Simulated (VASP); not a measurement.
Write the native input for VASP 6.6.1 that does the following.

```yaml
Task: single point
Functional: B3LYP
Potentials_or_basis: VASP PAW PBE potentials, release 64 (Pb_d)
Cutoff: 520 eV
k_mesh: 5 × 5 × 5
Occupations: fermi-dirac, width 0.05 eV
Spin: no spin polarisation
Dipole_correction: no
Grid_for_exact_exchange_PRECFOCK: Normal
Further_INCAR_settings: ALGO = Normal; EDIFF = 1e-07; NBANDS = 13
```

Crystal: Pb.

```
CELL_PARAMETERS angstrom
-2.04585 2.04585 2.04585
2.04585 -2.04585 2.04585
2.04585 2.04585 -2.04585
ATOMIC_POSITIONS crystal
Pb 0.00000 0.00000 0.00000
```

One way to write it, as run:

POSCAR

```
Pb
1.0
   -2.0458484625      2.0458484625      2.0458484625
    2.0458484625     -2.0458484625      2.0458484625
    2.0458484625      2.0458484625     -2.0458484625
Pb
1
Direct
    0.0000000000      0.0000000000      0.0000000000
```

INCAR.step1

```
SYSTEM = Pb
PREC = Accurate
ENCUT = 520
EDIFF = 1E-5
ISMEAR = -1
SIGMA = 0.05
LREAL = .FALSE.
LASPH = .TRUE.
NELM = 80
ALGO = Normal
ISIF = 2
LWAVE = .TRUE.
GGA = PE
NBANDS = 13
```

INCAR.step2

```
SYSTEM = Pb
PREC = Accurate
ENCUT = 520
EDIFF = 1E-7
ISMEAR = -1
SIGMA = 0.05
LREAL = .FALSE.
LASPH = .TRUE.
NELM = 80
ALGO = Normal
ISIF = 2
LWAVE = .FALSE.
LCHARG = .TRUE.
GGA = B3
LHFCALC = .TRUE.
AEXX = 0.2
AGGAX = 0.72
AGGAC = 0.81
ALDAC = 0.19
PRECFOCK = Normal
LELF = .TRUE.
LVHAR = .TRUE.
ISTART = 1
NBANDS = 13
```

KPOINTS

```
regular mesh
0
G
  5 5 5
  0 0 0
```

Potentials or basis: VASP PAW PBE potentials, release 64 (Pb_d).

Command:

```bash
$ cat potpaw_PBE.64/Pb_d/POTCAR > POTCAR
$ cp INCAR.step1 INCAR
$ mpirun -np 1 vasp_std > vasp.out
$ cp INCAR.step2 INCAR
$ mpirun -np 1 vasp_std > vasp.out
```

Results of the run:

```
Pressure               : 0.0 GPa
Band gap on the k mesh : zero (band 7 reaches 13.53 eV, above the bottom of band 8 at 4.44 eV)
```

Caveat: the k points lie up to 0.43 Å⁻¹ apart; the PAW data sets were made with another functional, which shifts forces and pressure a little; spin-orbit coupling is left out, which moves the levels of the heavy elements.

It took 4.2 min on 1 thread of Intel(R) Xeon(R) 6975P-C (Granite Rapids), on a shared host, peak memory 0.17 GiB.
